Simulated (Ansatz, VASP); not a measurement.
**GaP in VASP and in Ansatz**

```
Ga P
1.0
     2.66488    2.66488    0.00000
    -2.66488    2.66488    0.00000
     0.00000    2.66488    2.76714
Ga P
1 1
Direct
  0.00000 0.00000 0.00000
  0.75000 0.25000 0.50000
```

Change from the starting cell: film at in-plane strain -0.02.

Alike in both runs: task single point; functional PBEsol; k mesh 8 × 8 × 8; non-collinear spin, spin-orbit coupling.

|  | VASP | Ansatz |
| --- | --- | --- |
| version | VASP 6.6.1 | Ansatz 0.2.0 |
| potentials or method | VASP PAW PBE potentials, release 64 (Ga_d, P), cutoff 520 eV | all-electron LAPW |
| occupations | gaussian, width 0.01 eV | fixed |

|  | VASP | Ansatz | Ansatz less VASP |
| --- | --- | --- | --- |
| pressure (GPa) | 1.8 | 2.0 | +0.17 |
| traceless stress, the component that is largest in VASP (GPa) | -2.02 | -2.02 | +0.007 |
| net moment per atom (μB) | 0.00 | 0.00 | 0.000 |

VASP's potentials were made for PBE, not for PBEsol. Ansatz ran all-electron here, and VASP with PAW potentials.
